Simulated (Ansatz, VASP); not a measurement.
## P: VASP beside Ansatz

File INCAR:

```
PREC = Accurate ; ENCUT = 520
EDIFF = 1E-6 ; ISMEAR = 0
SIGMA = 0.15 ; LREAL = False
LASPH = True ; NELM = 80
ALGO = Normal ; ISIF = 2
LWAVE = False ; LCHARG = False
GGA = PS ; IVDW = 12
NBANDS = 12
```

The input KPOINTS:

```
regular mesh
0
Gamma
  18 18 18
```

File POSCAR:

```
P
1.0
   -1.6915100431      2.5151650373      1.8496494151
    1.6915100431     -2.5151650373      1.8496494151
    1.6915100431      2.5151650373     -1.8496494151
P
2
Direct
    0.8033091100      0.0533091100      0.7500000000
    0.1966908900      0.9466908900      0.2500000000
```

Input for Ansatz:

```yaml
crystal:
  lattice:
    - [-1.6915100431, 2.5151650373, 1.8496494151]
    - [1.6915100431, -2.5151650373, 1.8496494151]
    - [1.6915100431, 2.5151650373, -1.8496494151]
  atoms:
    - { symbol: P, position: [0.80330911, 0.05330911, 0.75] }
    - { symbol: P, position: [0.19669089, 0.94669089, 0.25] }
basis:
  ecutwfc: 420
kpoints:
  mp_grid: { grid: [18, 18, 18] }
hamiltonian:
  xc: pbesol
  dispersion: d3bj
scf:
  occupations: { method: gaussian, width: 0.15 }
output:
  forces: true
  stress: true
  eigenvalues: true
```

Change from the starting cell: strain -0.0050 x Voigt [0, 0, 1, 0, 0, 0], atoms carried along.

Alike in both runs: task single point; functional PBEsol; dispersion D3(BJ); k mesh 18 × 18 × 18; occupations gaussian, width 0.15 eV; no spin polarisation.

```csv
,VASP,Ansatz
version,VASP 6.6.1,Ansatz 0.2.0
potentials or method,"VASP PAW PBE potentials, release 64 (P), cutoff 520 eV","scalar-relativistic, plane waves, PAW"
valence electrons in the cell,10,10
```

|  | VASP | Ansatz | Ansatz less VASP |
| --- | --- | --- | --- |
| gap on the k mesh at the Fermi level (eV) | none | none | - |
| pressure (GPa) | -4.0 | -4.1 | -0.03 |
| traceless stress, the component that is largest in VASP (GPa) | -1.41 | -1.53 | -0.122 |
| rms of the force components (eV/Å) | 0.255 | 0.276 | +0.0208 |

VASP's potentials were made for PBE, not for PBEsol. Atom by atom the forces differ by 0.021 eV/Å (rms over components). A gap of «none» marks a metal or a gap that the smearing closes.
